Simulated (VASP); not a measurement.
# Pt (Cmcm) in VASP: single point with PBE

Aim: the single point of Pt with PBE.

All numbers are computed with VASP 6.6.1; they aren't measurements. Logs are shortened: lines on timing, memory, paths and dates and some standing lists are left out, and cuts for length are marked.

## (1) The cell of the first run

It takes space group Cmcm (No. 63, orthorhombic). Conventional cell: a = 2.759 Å, b = 4.778 Å, c = 4.781 Å, α = 90.00°, β = 90.00°, γ = 90.00°. Pt (site symmetry m2m) has 12 Pt at 2.68 to 3.00 Å within 3.5 Å.

## (2) Single point, PBE (mode 1 frozen in at +0.000 Å and mode 2 at -0.193 Å (largest displacements))

The input, INCAR:

```
ALGO = Normal ; EDIFF = 1E-6
ENCUT = 520 ; GGA = PE
ISIF = 2 ; ISMEAR = 0
LASPH = T ; LCHARG = F
LREAL = F ; LWAVE = F
NBANDS = 17 ; NELM = 100
PREC = Accurate ; SIGMA = 0.15
```

The input, KPOINTS:

```
k-points
0
Gamma
  18 18 10
```

The input, POSCAR:

```
Pt
1.0
    2.7585396153      0.0000000000      0.0000000000
   -1.3792698077      2.3889653842      0.0000000000
    0.0000000000      0.0000000000      4.7813829964
Pt
2
Direct
    0.6262726113      0.2525452226      0.7500000000
    0.3737273887      0.7474547774      0.2500000000
```

Potentials or basis: VASP PAW PBE potentials, release 64 (Pt).

Command:

```console
cat potpaw_PBE.64/Pt/POTCAR > POTCAR
mpirun -np 1 vasp_std > vasp.out
```

OUTCAR:

```text
EDIFF = 1E-6
   ENCUT = 520
   GGA = PE
   ISIF = 2
   ISMEAR = 0
   LASPH = T
   LREAL = F
   NELM = 100
   PREC = Accurate

 ion  position               nearest neighbor table
   1  0.626  0.253  0.750-   2 2.68   2 2.68   2 3.00   2 3.00   2 3.00   2 3.00
   2  0.374  0.747  0.250-   1 2.68   1 2.68   1 3.00   1 3.00   1 3.00   1 3.00

  LATTYP: Found a hexagonal cell.
 ALAT       =     2.7585396153
 C/A-ratio  =     1.7333022770

  Lattice vectors:

 A1 = (   2.7585396153,   0.0000000000,   0.0000000000)
 A2 = (  -1.3792698077,   2.3889653842,   0.0000000000)
 A3 = (   0.0000000000,   0.0000000000,   4.7813829964)

Analysis of symmetry for initial positions (statically):
=====================================================================
 Subroutine PRICEL returns:
 Original cell was already a primitive cell.

 Routine SETGRP: Setting up the symmetry group for a
 hexagonal supercell.

 Subroutine GETGRP returns: Found  8 space group operations
 (whereof  4 operations were pure point group operations)
 out of a pool of 24 trial point group operations.

The static configuration has the point symmetry C_2h.
 The point group associated with its full space group is D_2h.

Analysis of symmetry for dynamics (positions and initial velocities):
=====================================================================
 Subroutine PRICEL returns:
 Original cell was already a primitive cell.

 Routine SETGRP: Setting up the symmetry group for a
 hexagonal supercell.

 Subroutine GETGRP returns: Found  8 space group operations
 (whereof  4 operations were pure point group operations)
 out of a pool of 24 trial point group operations.

The dynamic configuration has the point symmetry C_2h.
 The point group associated with its full space group is D_2h.

 Subroutine INISYM returns: Found  8 space group operations
 (whereof  4 operations are pure point group operations),
 and found     1 'primitive' translations

----------------------------------------------------------------------------------------

                                     Primitive cell

  volume of cell :      31.5096

  direct lattice vectors                    reciprocal lattice vectors
     2.758539615  0.000000000  0.000000000     0.362510654  0.209295624  0.000000000
    -1.379269808  2.388965384  0.000000000     0.000000000  0.418591247  0.000000000
     0.000000000  0.000000000  4.781382996     0.000000000  0.000000000  0.209144509

  length of vectors
     2.758539615  2.758539615  4.781382996     0.418591247  0.418591247  0.209144509

  position of ions in fractional coordinates (direct lattice)
     0.626272611  0.252545223  0.750000000
     0.373727389  0.747454777  0.250000000

  ion indices of the primitive-cell ions
   primitive index   ion index
                 1           1
                 2           2

----------------------------------------------------------------------------------------

 KPOINTS: k-points

Automatic generation of k-mesh.
 Grid dimensions read from file:
 generate k-points for:   18   18   10

 Generating k-lattice:

  Cartesian coordinates                     Fractional coordinates (reciprocal lattice)
     0.020139481  0.011627535  0.000000000     0.055555556 -0.000000000  0.000000000
     0.000000000  0.023255069  0.000000000     0.000000000  0.055555556  0.000000000
     0.000000000  0.000000000  0.020914451     0.000000000  0.000000000  0.100000000

  Length of vectors
     0.023255069  0.023255069  0.020914451

  Shift w.r.t. Gamma in fractional coordinates (k-lattice)
     0.000000000  0.000000000  0.000000000

 Subroutine IBZKPT returns following result:
 ===========================================

 Found    546 irreducible k-points:

 Following reciprocal coordinates:
            Coordinates               Weight
  0.000000  0.000000  0.000000      1.000000
  0.055556  0.000000  0.000000      4.000000
  0.000000  0.055556  0.000000      2.000000
  0.111111  0.000000  0.000000      4.000000
  0.000000  0.111111  0.000000      2.000000
  0.166667  0.000000  0.000000      4.000000
[... 16 lines left out ...]
 -0.055556  0.166667  0.000000      4.000000
 -0.166667  0.111111  0.000000      4.000000
 [... further k-points ...]
   k-points           NKPTS =    546   k-points in BZ     NKDIM =    546   number of bands    NBANDS=     17
   number of dos      NEDOS =    301   number of ions     NIONS =      2
   total plane-waves  NPLWV =  20736
   dimension x,y,z NGX =    24 NGY =   24 NGZ =   36
   dimension x,y,z NGXF=    48 NGYF=   48 NGZF=   72
   ions per type =               2
   NGX,Y,Z   is equivalent  to a cutoff of  14.46, 14.46, 12.52 a.u.
   NGXF,Y,Z  is equivalent  to a cutoff of  28.93, 28.93, 25.03 a.u.
 SYSTEM =  unknown system
   PREC   = accura    normal or accurate (medium, high low for compatibility)
   ISTART =      0    job   : 0-new  1-cont  2-samecut
   ICHARG =      2    charge: 1-file 2-atom 10-const
   ISPIN  =      1    spin polarized calculation?
   LNONCOLLINEAR =      F non collinear calculations
   LSORBIT =      F    spin-orbit coupling
   LASPH  =      T    aspherical Exc in radial PAW
   ENCUT  =  520.0 eV  38.22 Ry    6.18 a.u.   5.13  5.13  8.89*2*pi/ulx,y,z
   NELM   =    100;   NELMIN=  2; NELMDL= -5     # of ELM steps
   EDIFF  = 0.1E-05   stopping-criterion for ELM
   LREAL  =      F    real-space projection
   EDIFFG = 0.1E-04   stopping-criterion for IOM
   NSW    =      0    number of steps for IOM
   IBRION =     -1    ionic relax: 0-MD 1-quasi-New 2-CG
   NFREE  =      0    steps in history (QN), initial steepest desc. (CG)
   ISIF   =      2    stress and relaxation
   ISYM   =      2    0-nonsym 1-usesym 2-fastsym
   POTIM  = 0.5000    time-step for ionic-motion
   TEBEG  =    0.0;   TEEND  =   0.0 temperature during run
   PSTRESS=    0.0 pullay stress
   NELECT =      20.0000    total number of electrons
   NUPDOWN=      -1.0000    fix difference up-down
   EMIN   =  10.00;   EMAX   =-10.00  energy-range for DOS
   EFERMI =   0.00;   METHOD = LEGACY
   ISMEAR =     0;   SIGMA  =   0.15  broadening in eV -4-tet -1-fermi 0-gaus
   EFERMI_NEDOS =   21; number of points for ismear=-14 and -15
   IALGO  =     38    algorithm
   IMIX   =      4    mixing-type and parameters
     AMIX     =   0.40;   BMIX     =  1.00
     AMIX_MAG =   1.60;   BMIX_MAG =  1.00
  volume/ion in A,a.u.               =      15.75       106.32
  Fermi-wavevector in a.u.,A,eV,Ry     =   1.406924  2.658701 26.931848  1.979435
  Thomas-Fermi vector in A             =   2.529235
   LORBIT       =      0    0 simple, 1 ext, 2 COOP (PROOUT), +10 PAW based schemes
   GGA     = PE    functional components
   LHFCALC =     F    Hartree Fock is set to
   AEXX    =    0.0000 exact exchange contribution
   IVDW    =     0    specifies the selected vdW correction
   LEPSILON=     F    determine dielectric tensor
   LRPA    =     F    only Hartree local field effects (RPA)
 non-spin polarized calculation
 Gauss-broadening in eV      SIGMA  =   0.15
  energy-cutoff  :      520.00
  volume of cell :       31.51
 maximum number of plane-waves:       864
 NGX is ok and might be reduce to    24
   NGX = 11   NGY = 11   NGZ = 17

 number of electron      20.0000004 magnetization

 Free energy of the ion-electron system (eV)
  ---------------------------------------------------
  ext. energy  EPLUGINS =         0.00000000
  ---------------------------------------------------
  free energy    TOTEN  =       -12.06362341 eV

  energy without entropy =      -12.03067031  energy(sigma->0) =      -12.04714686

 E-fermi :  10.4339     XC(G=0): -13.2152

 val. band max:       10.4325615453   @ k =   0.3333   0.2778   0.3000
 cond. band min:      10.4345684102   @ k =   0.2778   0.2778   0.2000
 fundamental gap:      0.0020068649
 Fermi energy:        10.4339172804

 k-point     1 :       0.0000    0.0000    0.0000
  band No.  band energies     occupation
      1       0.7167      2.00000
      2       3.4196      2.00000
      3       6.0613      2.00000
      4       6.9714      2.00000
      5       7.1619      2.00000
      6       7.1804      2.00000
[... 9 lines left out ...]
     16      27.0937      0.00000
     17      31.2278      0.00000

 k-point     2 :       0.0556    0.0000    0.0000
  band No.  band energies     occupation
      1       0.8279      2.00000
      2       3.5212      2.00000
      3       6.0944      2.00000
      4       7.0061      2.00000
      5       7.1468      2.00000
      6       7.1754      2.00000
[... 9 lines left out ...]
     16      27.2038      0.00000
     17      30.4097      0.00000

 k-point     3 :       0.0000    0.0556    0.0000
  band No.  band energies     occupation
      1       0.8303      2.00000
      2       3.5301      2.00000
      3       6.0710      2.00000
      4       6.9137      2.00000
      5       7.2441      2.00000
      6       7.2661      2.00000
[... 9 lines left out ...]
     16      27.3046      0.00000
     17      30.7455      0.00000

 k-point     4 :       0.1111    0.0000    0.0000
  band No.  band energies     occupation
      1       1.1525      2.00000
      2       3.8063      2.00000
      3       6.1669      2.00000
      4       6.9569      2.00000
      5       7.0598      2.00000
      6       7.3749      2.00000
[... 9 lines left out ...]
     16      27.3429      0.00000
     17      28.9732      0.00000

 k-point     5 :       0.0000    0.1111    0.0000
  band No.  band energies     occupation
      1       1.1636      2.00000
      2       3.8465      2.00000
      3       6.0634      2.00000
      4       6.7759      2.00000
      5       7.4866      2.00000
      6       7.5164      2.00000
[... 9 lines left out ...]
     16      27.8839      0.00000
     17      29.2708      0.00000

 k-point     6 :       0.1667    0.0000    0.0000
  band No.  band energies     occupation
      1       1.6605      2.00000
      2       4.2009      2.00000
      3       6.2074      2.00000
      4       6.7712      2.00000
      5       6.8656      2.00000
      6       7.1385      2.00000
[... 9 lines left out ...]
     16      27.4751      0.00000
     17      28.2039      0.00000

 k-point     7 :       0.0000    0.1667    0.0000
  band No.  band energies     occupation
      1       1.6926      2.00000
      2       4.3076      2.00000
      3       5.9829      2.00000
      4       6.6050      2.00000
      5       7.3900      2.00000
      6       7.5865      2.00000
[... 9 lines left out ...]
     16      28.0748      0.00000
     17      28.5556      0.00000

 k-point     8 :       0.2222    0.0000    0.0000
  band No.  band energies     occupation
      1       2.2901      2.00000
      2       4.5326      2.00000
      3       6.1597      2.00000
      4       6.2812      2.00000
      5       6.5684      2.00000
      6       7.5169      2.00000
[... 9 lines left out ...]
     16      27.3896      0.00000
     17      28.5181      0.00000
[... 203 lines left out ...]
      1       4.0150      2.00000
      2       4.5969      2.00000
      3       5.4324      2.00000
      4       5.9269      2.00000
      5       6.6628      2.00000
      6       7.4049      2.00000
[... 9 lines left out ...]
     16      21.8070      0.00000
     17      22.4356      0.00000

 k-point    20 :       0.0556    0.0556    0.0000
  band No.  band energies     occupation
      1       1.0510      2.00000
      2       3.7335      2.00000
      3       6.1008      2.00000
      4       6.8788      2.00000
      5       7.2260      2.00000
      6       7.3772      2.00000
[... 9 lines left out ...]
     16      27.5522      0.00000
     17      29.5411      0.00000

 k-point    21 :      -0.1111    0.0556    0.0000
  band No.  band energies     occupation
      1       1.0440      2.00000
      2       3.7088      2.00000
      3       6.1630      2.00000
      4       6.9952      2.00000
      5       7.0481      2.00000
      6       7.2829      2.00000
[... 9 lines left out ...]
     16      27.2276      0.00000
     17      29.3220      0.00000

 k-point    22 :       0.1111    0.0556    0.0000
  band No.  band energies     occupation
      1       1.4720      2.00000
      2       4.0894      2.00000
      3       6.1315      2.00000
      4       6.9000      2.00000
      5       7.0340      2.00000
      6       7.2863      2.00000
[... 9 lines left out ...]
     16      27.3858      0.00000
     17      28.7415      0.00000

 k-point    23 :      -0.0556    0.1667    0.0000
  band No.  band energies     occupation
      1       1.4827      2.00000
      2       4.1282      2.00000
      3       6.0422      2.00000
      4       6.7297      2.00000
      5       7.3051      2.00000
      6       7.5642      2.00000
[... 9 lines left out ...]
     16      27.6588      0.00000
     17      28.5661      0.00000

 k-point    24 :      -0.1667    0.1111    0.0000
  band No.  band energies     occupation
      1       1.4607      2.00000
      2       4.0569      2.00000
      3       6.2056      2.00000
      4       6.8069      2.00000
      5       7.0316      2.00000
      6       7.1004      2.00000
[... 9 lines left out ...]
     16      27.2204      0.00000
     17      28.2612      0.00000

 [... further k-points ...]
[... 5 lines left out ...]
  --------------------------------------------------------------------------------------
  -------------------------------------------------------------------------------------
  Total       -0.3833231      0.3018007      1.0562135     -0.0000000      0.0000000      0.0000000
  in kB      -19.4909455     15.3457538     53.7056112     -0.0000000      0.0000000      0.0000000
  external PRESSURE =      16.5201398 kB  Pullay stress =       0.0000000 kB

 VOLUME and BASIS-vectors are now :
 -----------------------------------------------------------------------------
  energy-cutoff  :      520.00
  volume of cell :       31.51
      direct lattice vectors                 reciprocal lattice vectors
     2.758539615  0.000000000  0.000000000     0.362510654  0.209295624  0.000000000
    -1.379269808  2.388965384  0.000000000     0.000000000  0.418591247  0.000000000
     0.000000000  0.000000000  4.781382996     0.000000000  0.000000000  0.209144509

 POSITION                                       TOTAL-FORCE (eV/Angst)
 -----------------------------------------------------------------------------------
      1.37927      0.60332      3.58604        -0.000000      0.300709      0.000000
     -0.00000      1.78564      1.19535         0.000000     -0.300709     -0.000000
 -----------------------------------------------------------------------------------
    total drift:                               -0.000000      0.000000      0.000000

  FREE ENERGIE OF THE ION-ELECTRON SYSTEM (eV)
  ---------------------------------------------------
  free  energy   TOTEN  =       -12.0636234074 eV

  energy  without entropy=      -12.0306703064  energy(sigma->0) =      -12.04714686
```

Run time: 2.6 min. Hardware: 1 thread of Intel Xeon Platinum 8259CL at 2.50GHz (Skylake/Cascade Lake), shared host; peak memory 0.35 GiB.

What came out:

- Free energy: -12.0636 eV
- Pressure: 1.7 GPa
- Largest force: 0.301 eV/Å
- Band gap on the k mesh: zero (band 10 reaches 11.02 eV, above the bottom of band 11 at 9.44 eV)

Forces on the atoms (eV/Å):
```
Pt   0.000  0.301  0.000
Pt   0.000 -0.301  0.000
```

Caveat: the cell differs from its parent crystal (mode 1 frozen in at +0.000 Å and mode 2 at -0.193 Å (largest displacements)); spin-orbit coupling is left out, which moves the levels of the heavy elements.
